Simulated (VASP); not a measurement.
**Y: single point with PBEsol**

Crystal: Y.

```
Y
1.0
     3.59712    0.00000    0.00000
    -1.79856    3.11520    0.00000
     0.00000    0.00000    5.58961
Y
2
Direct
  0.33333 0.66667 0.25000
  0.66667 0.33333 0.75000
```

```yaml
Program: VASP 6.6.1
Task: single point
Functional: PBEsol
Potentials_or_basis: VASP PAW PBE potentials, release 64 (Y_sv)
Cutoff: 520 eV
k_mesh: 18 × 18 × 10
Occupations: gaussian, width 0.1 eV
Spin: no spin polarisation
Dipole_correction: no
Further_INCAR_settings: ALGO = Fast; EDIFF = 1e-06; NBANDS = 18
```

| Item | Value |
| --- | --- |
| Pressure | -0.1 GPa |
| Band gap on the k mesh | zero (bands 11 and 12 overlap by 1.59 eV) |

Levels at points of the mesh, in eV from the Fermi level:
```
           k point  band 7  band 8  band 9  band 10  band 11  band 12  band 13  band 14  band 15  band 16
(0.00, 0.00, 0.00)  -22.17  -22.13   -4.77    -1.93     1.12     1.77     1.77     2.17     2.43     2.43
(0.50, 0.00, 0.00)  -22.32  -22.24   -1.71    -1.28    -0.87    -0.04     1.44     1.52     2.20     5.23
(0.00, 0.00, 0.50)  -22.23  -22.23   -3.25    -3.25     1.01     1.01     1.67     1.67     1.67     1.67
(0.50, 0.00, 0.50)  -22.30  -22.30   -1.73    -1.73     0.08     0.08     1.52     1.52     2.84     2.84
```

It took 5.4 min on 1 thread of Intel(R) Xeon(R) Platinum 8259CL CPU @ 2.50GHz (Skylake/Cascade Lake), on a shared host, peak memory 0.36 GiB.

Caveat: the PAW data sets were made with another functional, which shifts forces and pressure a little.
